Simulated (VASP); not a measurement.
Input of a VASP 6.6.1 run:

File INCAR:

```
SYSTEM = Si
ALGO = Normal ; EDIFF = 1E-7
ENCUT = 520 ; GGA = PE
ISIF = 2 ; ISMEAR = 0
LASPH = .True. ; LCHARG = .False.
LREAL = .False. ; LWAVE = .False.
NBANDS = 11 ; NELM = 80
PREC = Accurate ; SIGMA = 0.015
```

The input KPOINTS:

```
k-points
0
Gamma
  8 8 8
  0 0 0
```

File POSCAR:

```
Si
1.0
    0.0000000000      2.7218511865      2.7218511865
    2.7218511865      0.0000000000      2.7218511865
    2.7218511865      2.7218511865      0.0000000000
Si
2
Direct
    0.5000000000      0.5000000000      0.5000000000
    0.7500000000      0.7500000000      0.7500000000
```

Potentials or basis: VASP PAW PBE potentials, release 64 (Si).

Run with:

```bash
$ cat potpaw_PBE.64/Si/POTCAR > POTCAR
$ mpirun -np 1 vasp_std > vasp.out
```

Task: Estimate the pressure.

Result: 1.3 GPa.

Task: Estimate the band gap on the k mesh.

Result: 0.63 eV, indirect (least direct gap 2.56 eV).

A k mesh can miss the band edges. PBE gaps usually lie below the measured ones, often by a third to a half.
